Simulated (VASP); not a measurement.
TiO2, 6 atoms in the cell. The structure is tetragonal, space group P4_2/mnm (No. 136). The conventional cell has a = 4.630 Å, b = 4.630 Å, c = 2.979 Å, α = 90.00°, β = 90.00°, γ = 90.00°. Ti (site symmetry mmm) has 6 O at 1.96 to 1.99 Å within 2.6 Å. O (site symmetry m2m) has 3 Ti at 1.96 to 1.99 Å and 1 O at 2.56 Å within 2.6 Å. 

| Property | Result |
| --- | --- |
| Program | VASP 6.6.1 |
| Task | single point |
| Functional | BLYP |
| Dispersion | D3(BJ) |
| Potentials or basis | VASP PAW PBE potentials, release 64 (Ti_sv, O) |
| Cutoff | 520 eV |
| k mesh | 6 × 6 × 9 |
| Occupations | fermi-dirac, width 0.05 eV |
| Spin | no spin polarisation |
| Dipole correction | no |
| Further INCAR settings | ALGO = Normal; EDIFF = 1e-06; NBANDS = 33 |

Potentials or basis: VASP PAW PBE potentials, release 64 (Ti_sv, O).

Launch:

```bash
$ cat potpaw_PBE.64/Ti_sv/POTCAR potpaw_PBE.64/O/POTCAR > POTCAR
$ mpirun -np 1 vasp_std > vasp.out
```

Hardware: 1 thread of Intel(R) Xeon(R) Platinum 8259CL CPU @ 2.50GHz (Skylake/Cascade Lake), on a shared host.

Task: Estimate the wall time of this run.

Result: Run time: 110 s on 1 thread of Intel(R) Xeon(R) Platinum 8259CL CPU @ 2.50GHz (Skylake/Cascade Lake) (shared host), peak memory 0.23 GiB. Counts: scf iterations 17, k points 50.
